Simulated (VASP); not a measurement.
The system is BP.

```
B P
1.0
     0.00000    2.19431    2.19431
     2.19431    0.00000    2.19431
     2.19431    2.19431    0.00000
B P
1 1
Direct
  0.00000 0.00000 0.00000
  0.75000 0.75000 0.75000
```

* Program: VASP 6.6.1
* Task: relaxation of cell and atoms
* Functional: PBE
* Potentials or basis: VASP PAW PBE potentials, release 64 (B, P)
* Cutoff: 600 eV
* k mesh: 8 × 8 × 8
* Occupations: gaussian, width 0.1 eV
* Spin: no spin polarisation

At the start: pressure 21.0 GPa; volume 10.57 Å³/atom.

Task: Where does the relaxation end?

Result: Over 3 steps the energy falls by 71.0 meV/atom and the volume is 11.76 Å³/atom (+11.3 %); space group F-43m (No. 216, to 0.05 Å).

Step by step:
```
step  energy change (eV)  largest force (eV/Å)  pressure (GPa)  volume (Å³)
   1              0.0000                0.0000           20.96        21.13
   2             -0.0553                0.0000          -12.01        25.65
   3             -0.1420                0.0000           -0.15        23.51
```

Final structure:
```
B P
1.0
     0.00000    2.27390    2.27390
     2.27390    0.00000    2.27390
     2.27390    2.27390    0.00000
B P
1 1
Direct
  0.00000 0.00000 0.00000
  0.75000 0.75000 0.75000
```
